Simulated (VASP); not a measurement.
# MnS (F-43m) in VASP: notebook, part 2 of 2

VASP 6.6.1.

### Step 3. Single point, PBE, collinear spin, ferromagnetic start

This run uses another cell than the first one, of 15.74 Å³/atom.

Contents of INCAR:

```
  ALGO = All
  EDIFF = 1E-6
  ENCUT = 540
  GGA = PE
  GGA_COMPAT = False
  ISEARCH = 1
  ISIF = 2
  ISMEAR = -1
  ISPIN = 2
  KPAR = 4
  LASPH = True
  LCHARG = False
  LMAXMIX = 4
  LORBIT = 11
  LREAL = False
  LWAVE = False
  MAGMOM = 4 0
  NBANDS = 20
  NELM = 300
  PREC = Accurate
  SIGMA = 0.05
```

Contents of KPOINTS:

```
k-points
0
Gamma
  9 9 9
```

Contents of POSCAR:

```
MnS
1.0
    0.0000000000      2.5060127231      2.5060127231
    2.5060127231      0.0000000000      2.5060127231
    2.5060127231      2.5060127231      0.0000000000
Mn S
1 1
Direct
    0.0000000000      0.0000000000      0.0000000000
    0.7500000000      0.7500000000      0.7500000000
```

Potentials or basis: VASP PAW PBE potentials, release 64 (Mn_pv, S).

On the command line:

```
$ cat potpaw_PBE.64/Mn_pv/POTCAR potpaw_PBE.64/S/POTCAR > POTCAR
$ mpirun -np 4 vasp_std > vasp.out
```

OUTCAR:

```text
EDIFF = 1E-6
   ENCUT = 540
   GGA = PE
   ISIF = 2
   ISMEAR = -1
   ISPIN = 2
   LASPH = True
   LORBIT = 11
   LREAL = False
   NELM = 300
   PREC = Accurate

 ion  position               nearest neighbor table
   1  0.000  0.000  0.000-   2 2.17   2 2.17   2 2.17   2 2.17
   2  0.750  0.750  0.750-   1 2.17   1 2.17   1 2.17   1 2.17

  LATTYP: Found a face centered cubic cell.
 ALAT       =     5.0120254462

  Lattice vectors:

 A1 = (   0.0000000000,   2.5060127231,   2.5060127231)
 A2 = (   2.5060127231,   0.0000000000,   2.5060127231)
 A3 = (   2.5060127231,   2.5060127231,   0.0000000000)

Analysis of symmetry for initial positions (statically):
=====================================================================
 Subroutine PRICEL returns:
 Original cell was already a primitive cell.

 Routine SETGRP: Setting up the symmetry group for a
 face centered cubic supercell.

 Subroutine GETGRP returns: Found 24 space group operations
 (whereof 24 operations were pure point group operations)
 out of a pool of 48 trial point group operations.

The static configuration has the point symmetry T_d .

Analysis of symmetry for dynamics (positions and initial velocities):
=====================================================================
 Subroutine PRICEL returns:
 Original cell was already a primitive cell.

 Routine SETGRP: Setting up the symmetry group for a
 face centered cubic supercell.

 Subroutine GETGRP returns: Found 24 space group operations
 (whereof 24 operations were pure point group operations)
 out of a pool of 48 trial point group operations.

The dynamic configuration has the point symmetry T_d .

Analysis of structural, dynamic, and magnetic symmetry:
=====================================================================
 Subroutine PRICEL returns:
 Original cell was already a primitive cell.

 Routine SETGRP: Setting up the symmetry group for a
 face centered cubic supercell.

 Subroutine GETGRP returns: Found 24 space group operations
 (whereof 24 operations were pure point group operations)
 out of a pool of 48 trial point group operations.

The overall configuration has the point symmetry T_d .

 Subroutine INISYM returns: Found 24 space group operations
 (whereof 24 operations are pure point group operations),
 and found     1 'primitive' translations

----------------------------------------------------------------------------------------

                                     Primitive cell

  volume of cell :      31.4760

  direct lattice vectors                    reciprocal lattice vectors
     0.000000000  2.506012723  2.506012723    -0.199520136  0.199520136  0.199520136
     2.506012723  0.000000000  2.506012723     0.199520136 -0.199520136  0.199520136
     2.506012723  2.506012723  0.000000000     0.199520136  0.199520136 -0.199520136

  length of vectors
     3.544037180  3.544037180  3.544037180     0.345579013  0.345579013  0.345579013

  position of ions in fractional coordinates (direct lattice)
     0.000000000  0.000000000  0.000000000
     0.750000000  0.750000000  0.750000000
[... 66 lines left out ...]
   NGXF,Y,Z  is equivalent  to a cutoff of  26.27, 26.27, 26.27 a.u.
 SYSTEM =  unknown system
   PREC   = accura    normal or accurate (medium, high low for compatibility)
   ISTART =      0    job   : 0-new  1-cont  2-samecut
   ICHARG =      2    charge: 1-file 2-atom 10-const
   ISPIN  =      2    spin polarized calculation?
   LNONCOLLINEAR =      F non collinear calculations
   LSORBIT =      F    spin-orbit coupling
   LASPH  =      T    aspherical Exc in radial PAW
   ENCUT  =  540.0 eV  39.69 Ry    6.30 a.u.   6.72  6.72  6.72*2*pi/ulx,y,z
   NELM   =    300;   NELMIN=  2; NELMDL= -5     # of ELM steps
   EDIFF  = 0.1E-05   stopping-criterion for ELM
   LREAL  =      F    real-space projection
   EDIFFG = 0.1E-04   stopping-criterion for IOM
   NSW    =      0    number of steps for IOM
   IBRION =     -1    ionic relax: 0-MD 1-quasi-New 2-CG
   NFREE  =      0    steps in history (QN), initial steepest desc. (CG)
   ISIF   =      2    stress and relaxation
   ISYM   =      2    0-nonsym 1-usesym 2-fastsym
   POTIM  = 0.5000    time-step for ionic-motion
   TEBEG  =    0.0;   TEEND  =   0.0 temperature during run
   PSTRESS=    0.0 pullay stress
   NELECT =      19.0000    total number of electrons
   NUPDOWN=      -1.0000    fix difference up-down
   EMIN   =  10.00;   EMAX   =-10.00  energy-range for DOS
   EFERMI =   0.00;   METHOD = LEGACY
   ISMEAR =    -1;   SIGMA  =   0.05  broadening in eV -4-tet -1-fermi 0-gaus
   EFERMI_NEDOS =   21; number of points for ismear=-14 and -15
   IALGO  =     58    algorithm
   IMIX   =      4    mixing-type and parameters
     AMIX     =   0.40;   BMIX     =  1.00
     AMIX_MAG =   1.60;   BMIX_MAG =  1.00
  volume/ion in A,a.u.               =      15.74       106.21
  Fermi-wavevector in a.u.,A,eV,Ry     =   1.383565  2.614558 26.044964  1.914251
  Thomas-Fermi vector in A             =   2.508151
   LORBIT       =     11    0 simple, 1 ext, 2 COOP (PROOUT), +10 PAW based schemes
   GGA     = PE    functional components
   LHFCALC =     F    Hartree Fock is set to
   AEXX    =    0.0000 exact exchange contribution
   IVDW    =     0    specifies the selected vdW correction
   LEPSILON=     F    determine dielectric tensor
   LRPA    =     F    only Hartree local field effects (RPA)
 spin polarized calculation
  energy-cutoff  :      540.00
  volume of cell :       31.48
 maximum number of plane-waves:       914
   NGX = 13   NGY = 13   NGZ = 13

 number of electron      19.0000004 magnetization       0.1378844

 number of electron      19.0000004 magnetization      -0.2514524

 Free energy of the ion-electron system (eV)
  ---------------------------------------------------
  ext. energy  EPLUGINS =         0.00000000
  ---------------------------------------------------
  free energy    TOTEN  =       -13.68032770 eV

  energy without entropy =      -13.65987681  energy(sigma->0) =      -13.67010226

 E-fermi :   7.0098     XC(G=0): -11.0409

 val. band max:        7.0026870765   @ k =  -0.4444   0.3333   0.1111
 cond. band min:       7.0152037880   @ k =  -0.3333   0.3333   0.0000
 fundamental gap:      0.0125167115
 Fermi energy:         7.0097834006

 spin component 1

 k-point     1 :       0.0000    0.0000    0.0000
  band No.  band energies     occupation
      1     -40.5954      1.00000
      2     -40.5954      1.00000
      3     -40.5954      1.00000
      4      -8.1035      1.00000
      5       2.4573      1.00000
      6       2.4573      1.00000
[... 541 lines left out ...]
     19      23.7742      0.00000
     20      23.7742      0.00000

 [... further k-points ...]

 spin component 2

 k-point     1 :       0.0000    0.0000    0.0000
  band No.  band energies     occupation
      1     -40.8368      1.00000
      2     -40.8368      1.00000
      3     -40.8368      1.00000
      4      -8.1097      1.00000
      5       2.4056      1.00000
      6       2.4056      1.00000
[... 541 lines left out ...]
     19      23.7464      0.00000
     20      23.7464      0.00000

 [... further k-points ...]

------------------------ aborting loop because EDIFF is reached ----------------------------------------

  FORCE on cell =-STRESS in cart. coord.  units (eV):
  Direction    XX          YY          ZZ          XY          YZ          ZX
  --------------------------------------------------------------------------------------
  -------------------------------------------------------------------------------------
  Total       -0.4352709     -0.4352709     -0.4352709      0.0000000      0.0000000      0.0000000
  in kB      -22.1559496    -22.1559496    -22.1559496      0.0000000      0.0000000      0.0000000
  external PRESSURE =     -22.1559496 kB  Pullay stress =       0.0000000 kB

 VOLUME and BASIS-vectors are now :
 -----------------------------------------------------------------------------
  energy-cutoff  :      540.00
  volume of cell :       31.48
      direct lattice vectors                 reciprocal lattice vectors
     0.000000000  2.506012723  2.506012723    -0.199520136  0.199520136  0.199520136
     2.506012723  0.000000000  2.506012723     0.199520136 -0.199520136  0.199520136
     2.506012723  2.506012723  0.000000000     0.199520136  0.199520136 -0.199520136

 POSITION                                       TOTAL-FORCE (eV/Angst)
 -----------------------------------------------------------------------------------
      0.00000      0.00000      0.00000         0.000000      0.000000      0.000000
      3.75902      3.75902      3.75902        -0.000000     -0.000000     -0.000000
 -----------------------------------------------------------------------------------
    total drift:                               -0.000001     -0.000001     -0.000001

  FREE ENERGIE OF THE ION-ELECTRON SYSTEM (eV)
  ---------------------------------------------------
  free  energy   TOTEN  =       -13.6803277004 eV

  energy  without entropy=      -13.6598756742  energy(sigma->0) =      -13.67010169

 total charge

# of ion       s       p       d       tot
------------------------------------------
    1        0.338   6.291   5.322  11.951
    2        1.320   2.410   0.000   3.730
--------------------------------------------------
tot          1.657   8.701   5.322  15.681

 magnetization (x)

# of ion       s       p       d       tot
------------------------------------------
    1       -0.007  -0.004  -0.233  -0.244
    2        0.001   0.006   0.000   0.006
--------------------------------------------------
tot         -0.006   0.002  -0.233  -0.238
```

OSZICAR:

```text
N       E                     dE             d eps       ncg     rms           ort
DAV:   1     0.167009076896E+03    0.16701E+03   -0.11530E+04   700   0.125E+03
DAV:   2    -0.632641928602E+01   -0.17334E+03   -0.16416E+03   700   0.303E+02
DAV:   3    -0.146266268832E+02   -0.83002E+01   -0.81988E+01   700   0.720E+01
DAV:   4    -0.147245012867E+02   -0.97874E-01   -0.97808E-01   700   0.796E+00
[... 49 lines left out ...]
CGA:  54    -0.136803258575E+02   -0.41526E-05   -0.41868E-05   700   0.262E-05   0.747E-06
CGA:  55    -0.136803271694E+02   -0.13119E-05   -0.14248E-05   700   0.303E-05  -0.508E-06
 trl  56    -0.136803277052E+02   -0.53583E-06   -0.54827E-06   700   0.245E-05  -0.501E-06
CGA:  57    -0.136803277004E+02   -0.53106E-06   -0.54827E-06   700   0.609E-06  -0.130E-06
   1 F= -.13680328E+02 E0= -.13670102E+02  d E =-.204520E-01  mag=    -0.2515
```

stdout:

```text
POSCAR found type information on POSCAR MnS
 POSCAR found :  2 types and       2 ions
 scaLAPACK will be used
 LDA part: xc-table for (Slater+PW92), standard interpolation
 POSCAR, INCAR and KPOINTS ok, starting setup
[... 98 lines left out ...]
 gam= 0.848 trial= 0.223  step=  0.2710 mean=  0.2235
 gam= 1.666 g(H,U,f)=  0.241E-03 0.194E-03 0.244E-04 ort(H,U,f) =-0.844E-05-0.116E-03 0.120E-03
 gam= 1.666 trial= 0.228  step=  0.2635 mean=  0.2282
 gam= 0.000 g(H,U,f)=  0.210E-03 0.348E-03 0.121E-04 ort(H,U,f) =-0.105E-04-0.121E-03 0.129E-03
 gam= 0.000 trial= 0.232  step=  0.3382 mean=  0.2318
 gam= 0.222 g(H,U,f)=  0.630E-04 0.444E-04 0.192E-04 ort(H,U,f) = 0.315E-04-0.324E-04 0.106E-04
 gam= 0.222 trial= 0.242  step=  1.3022 mean=  0.2424
  continued last = 0.818  step=  1.1863
```

It took 51 s on 4 MPI ranks of Intel Xeon 6975P-C (Granite Rapids), shared host; peak memory 0.21 GiB.

Results:

```
Free energy                                           : -13.6803 eV
Pressure                                              : -2.2 GPa
Net moment                                            : -0.25 μB per cell
Site moments                                          : Mn -0.24; S +0.01 μB
Valence electrons inside the program's atomic spheres : Mn 11.95; S 3.73
```

Levels at points of the mesh, in eV from the Fermi level:
Spin up:
```csv
k point,band 6,band 7,band 8,band 9,band 10,band 11,band 12,band 13
"(0.00, 0.00, 0.00)",-4.55,-4.55,-0.58,-0.58,3.50,3.50,3.50,3.57
```
Spin down:
```csv
k point,band 6,band 7,band 8,band 9,band 10,band 11,band 12,band 13,band 14,band 15
"(0.00, 0.00, 0.00)",-4.60,-4.60,-0.88,-0.88,3.42,3.42,3.42,3.54,7.75,7.75
```

Caveat: semilocal functionals often make such compounds metallic where correlation or magnetic order opens a gap, which also shifts bond lengths.

### Step 4. Single point, PBE0, collinear spin, ferromagnetic start

Contents of POSCAR:

```
MnS
1.0
    0.0000000000      2.4734634191      2.4734634191
    2.4734634191      0.0000000000      2.4734634191
    2.4734634191      2.4734634191      0.0000000000
Mn S
1 1
Direct
    0.0000000000      0.0000000000      0.0000000000
    0.7500000000      0.7500000000      0.7500000000
```

Contents of INCAR.step1:

```
SYSTEM = MnS
ALGO = Normal
EDIFF = 1E-5
ENCUT = 520
GGA = PE
ISIF = 2
ISMEAR = -1
ISPIN = 2
KPAR = 2
LASPH = .TRUE.
LMAXMIX = 4
LORBIT = 11
LREAL = .FALSE.
LWAVE = .TRUE.
MAGMOM = 4 0
NBANDS = 20
NELM = 150
PREC = Accurate
SIGMA = 0.05
```

Contents of INCAR.step2:

```
SYSTEM = MnS
AEXX = 0.25
ALGO = Normal
EDIFF = 1E-6
ENCUT = 520
GGA = PE
ISIF = 2
ISMEAR = -1
ISPIN = 2
ISTART = 1
KPAR = 2
LASPH = .TRUE.
LCHARG = .TRUE.
LHFCALC = .TRUE.
LMAXMIX = 4
LORBIT = 11
LREAL = .FALSE.
LVHAR = .TRUE.
LWAVE = .FALSE.
MAGMOM = 4 0
NBANDS = 20
NELM = 150
PREC = Accurate
PRECFOCK = Normal
SIGMA = 0.05
```

Contents of KPOINTS:

```
k-points
0
G
  6 6 6
  0 0 0
```

On the command line:

```
$ cat potpaw_PBE.64/Mn_pv/POTCAR potpaw_PBE.64/S/POTCAR > POTCAR
$ cp INCAR.step1 INCAR
$ mpirun -np 2 vasp_std > vasp.out
$ cp INCAR.step2 INCAR
$ mpirun -np 2 vasp_std > vasp.out
```

Run time: 68 min. Hardware: 2 MPI ranks of Intel Xeon Platinum 8259CL at 2.50GHz (Skylake/Cascade Lake), shared host; peak memory 0.19 GiB.

Results (log left out):

```
Free energy                                           : -19.0097 eV
Pressure                                              : 4.7 GPa
Net moment                                            : 0.31 μB per cell
Site moments                                          : Mn +0.30; S -0.05 μB
Valence electrons inside the program's atomic spheres : Mn 12.04; S 3.80
```

Levels at points of the mesh, in eV from the Fermi level:
Spin up:
```tsv
k point	band 6	band 7	band 8	band 9	band 10	band 11	band 12	band 13	band 14	band 15
(0.00, 0.00, 0.00)	-5.77	-5.77	-2.59	-2.59	4.81	5.25	5.25	5.25	9.27	9.27
(0.50, 0.00, 0.00)	-5.59	-5.59	-2.02	-2.02	-0.27	3.05	3.05	6.71	9.90	9.90
(0.50, 0.50, 0.00)	-5.03	-5.03	-2.15	-1.92	-1.49	1.24	1.24	6.93	7.86	14.80
```
Spin down:
```csv
k point,band 7,band 8,band 9,band 10,band 11,band 12
"(0.00, 0.00, 0.00)",-5.52,-2.50,-2.50,4.94,5.73,5.73
"(0.50, 0.00, 0.00)",-5.44,-1.85,-1.85,1.32,3.57,3.57
"(0.50, 0.50, 0.00)",-4.97,-1.84,-1.57,-1.43,1.99,1.99
```

Caveat: the k points lie up to 0.37 Å⁻¹ apart; the PAW data sets were made with another functional, which shifts forces and pressure a little.

### Step 5. Summary

| level | cell | k mesh | cutoff (eV) | smearing | second try | grid for exact exchange (PRECFOCK) | share of exact exchange | gap on the mesh (eV) | pressure (GPa) | moment (μB) |
| --- | --- | --- | --- | --- | --- | --- | --- | --- | --- | --- |
| SVWN5 | a = 3.498 Å, angles 60.0°, 2 atoms | 9 × 9 × 9 | 520 | gaussian 0.02 eV | - | - | - | none | -6.4 | 0.29 |
| PBE | a = 3.544 Å, angles 60.0°, 2 atoms | 9 × 9 × 9 | 540 | fermi-dirac 0.05 eV | not_converged | - | - | none | -2.2 | 0.25 |
| PBE0 | a = 3.498 Å, angles 60.0°, 2 atoms | 6 × 6 × 6 | 520 | fermi-dirac 0.05 eV | - | Normal | 0.25 | none | 4.7 | 0.31 |

Alike in all rows: task single point; potentials or basis VASP PAW PBE potentials, release 64 (Mn_pv, S); spin collinear, ferromagnetic start.

Caveats: some runs use coarse meshes; the PAW data sets were made with another functional, which shifts forces and pressure a little (at least some runs); semilocal functionals often make such compounds metallic where correlation or magnetic order opens a gap, which also shifts bond lengths (at least some runs); the cell stands under tension (at least some runs).

Total energies depend on the potentials used, so only differences within one code and one set of settings carry meaning.

The gap in the log of VASP goes by the Fermi energy; the results here count the filled bands.